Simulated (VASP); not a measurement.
Runs of VASP 6.6.1 on Sn. The structure is that of space group Im-3m (No. 229), or close to it. The cells are those of the table. This isn't the form of Sn at room conditions, which is tetragonal (white tin).

```csv
task,level,spin,cell,k mesh,cutoff (eV),smearing,grid for exact exchange (PRECFOCK),share of exact exchange,screening parameter,gap on the mesh (eV),pressure (GPa),moment (μB),relaxed volume (Å³/atom)
relaxation of cell and atoms,PBE0,off,"relaxed from a = 3.282 Å, angles 109.5°, 1 atom",5 × 5 × 5,600,fermi-dirac 0.05 eV,Normal,0.25,-,none,0.0,-,(b)
single point,PBEsol,"non-collinear, zero start, SOC","a = 3.266, b = 3.279, c = 3.275 Å, angles 110.5, 109.1, 109.8°, 1 atom",7 × 7 × 7,520,methfessel-paxton 0.1 eV,-,-,-,-,-0.7,0.00,-
relaxation of cell and atoms,PBE-based screened hybrid with 25 % exact exchange,off,"relaxed from a = 3.282 Å, angles 109.5°, 1 atom",5 × 5 × 5,600,fermi-dirac 0.05 eV,Normal,0.25,0.3 1/Å,none,0.0,-,(a)
single point,PBE0,off,"a = 3.215 Å, angles 109.5°, 1 atom",6 × 6 × 6,520,fermi-dirac 0.05 eV,Normal,0.25,-,none,2.7,-,-
single point,PBEsol,"non-collinear, zero start, SOC","a = 3.288, b = 3.301, c = 3.297 Å, angles 110.5, 109.1, 109.8°, 1 atom",7 × 7 × 7,520,methfessel-paxton 0.1 eV,-,-,-,-,-1.7,0.00,-
single point,HSE06,off,"a = 3.215 Å, angles 109.5°, 1 atom",6 × 6 × 6,520,fermi-dirac 0.05 eV,Normal,0.25,0.2079 1/Å,none,3.0,-,-
```

Alike in all rows: potentials or basis VASP PAW PBE potentials, release 64 (Sn_d).

Question: Estimate the missing entries.

Answer: (a) 29.64; (b) 28.16.

Caveats: some runs use coarse meshes; the PAW data sets were made with another functional, which shifts forces and pressure a little; spin-orbit coupling is left out, which moves the levels of the heavy elements (at least some runs).

A k mesh can miss the band edges, and rows without SOC leave out spin-orbit coupling on Sn.

A gap of «none» marks levels without a gap at the run's occupations.
